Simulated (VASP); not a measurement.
Set up this calculation in VASP 6.6.1, as the native input.

```yaml
Task: single point
Functional: RPBE
Potentials_or_basis: VASP PAW PBE potentials, release 64 (Sn_d, Te)
Cutoff: 520 eV
k_mesh: 6 × 6 × 6
Occupations: gaussian, width 0.05 eV
Spin: no spin polarisation
Dipole_correction: no
Further_INCAR_settings: ALGO = Normal; EDIFF = 1e-06; NBANDS = 17
```

The structure of SnTe lies in POSCAR:

```
SnTe
1.0
    0.0000000000      3.2864491269      3.2864491269
    3.2864491269      0.0000000000      3.2864491269
    3.2864491269      3.2864491269      0.0000000000
Sn Te
1 1
Direct
    0.5000000000      0.5000000000      0.5000000000
    0.0000000000      0.0000000000      0.0000000000
```

This cell differs from its parent crystal: volume scaled by 1.04.

These files were run (other wordings do the same):

INCAR

```
SYSTEM = SnTe
ALGO = Normal ; EDIFF = 1E-6
ENCUT = 520 ; GGA = RP
ISIF = 2 ; ISMEAR = 0
LASPH = .TRUE. ; LCHARG = .FALSE.
LREAL = .FALSE. ; LWAVE = .FALSE.
NBANDS = 17 ; NELM = 60
PREC = Accurate ; SIGMA = 0.05
```

KPOINTS

```
k-points
0
G
  6 6 6
  0 0 0
```

Potentials or basis: VASP PAW PBE potentials, release 64 (Sn_d, Te).

Launch:

```sh
$ cat potpaw_PBE.64/Sn_d/POTCAR potpaw_PBE.64/Te/POTCAR > POTCAR
$ mpirun -np 1 vasp_std > vasp.out
```

It gave:

```yaml
Pressure: -1.4 GPa
Band_gap_on_the_k_mesh: 0.28 eV, direct
```

Caveat: the PAW data sets were made with another functional, which shifts forces and pressure a little; spin-orbit coupling is left out, which moves the levels of the heavy elements.

It took 18 s on 1 thread of AMD EPYC 9R45 (Zen 5), on a shared host, peak memory 0.17 GiB.
